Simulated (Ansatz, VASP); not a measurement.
Two plane-wave programs on InP

Contents of INCAR:

```
PREC = Accurate
ENCUT = 520
EDIFF = 1E-6
ISMEAR = 0
SIGMA = 0.024
LREAL = False
LASPH = True
NELM = 60
ALGO = Normal
ISIF = 2
LWAVE = False
LCHARG = True
GGA = PE
LELF = True
LVHAR = True
NBANDS = 16
```

File KPOINTS:

```
regular mesh
0
Gamma
  8 8 8
```

File POSCAR:

```
InP
1.0
    0.0000000000      2.9305000000      2.9305000000
    2.9305000000      0.0000000000      2.9305000000
    2.9305000000      2.9305000000      0.0000000000
In P
1 1
Direct
    0.0000000000      0.0000000000      0.0000000000
    0.7500000000      0.7500000000      0.7500000000
```

File input.yaml:

```yaml
crystal:
  lattice:
    - [0.0, 2.9305, 2.9305]
    - [2.9305, 0.0, 2.9305]
    - [2.9305, 2.9305, 0.0]
  atoms:
    - { symbol: In, position: [0.0, 0.0, 0.0] }
    - { symbol: P, position: [0.75, 0.75, 0.75] }
hamiltonian:
  xc: pbe
  pseudopotentials: { kind: paw }
kpoints:
  mp_grid: { grid: [8, 8, 8] }
scf:
  occupations: { method: gaussian, width: 0.024 }
output:
  forces: true
  stress: true
  eigenvalues: true
```

Alike in both runs: task single point; functional PBE; k mesh 8 × 8 × 8; occupations gaussian, width 0.024 eV; no spin polarisation.

|  | VASP | Ansatz |
| --- | --- | --- |
| version | VASP 6.6.1 | Ansatz 0.2.0 |
| potentials or method | VASP PAW PBE potentials, release 64 (In_d, P) | Ansatz PAW |
| plane-wave cutoff (eV) | 520 | 420 |
| valence electrons in the cell | 18 | 18 |

```csv
,VASP,Ansatz,Ansatz less VASP
gap on the k mesh at the Fermi level (eV),0.71,0.72,+0.003
least direct gap on the mesh (eV),0.71,0.72,+0.003
pressure (GPa),3.3,3.3,+0.06
```

The functional is the same, so the differences come from potentials, cutoffs and numerics.
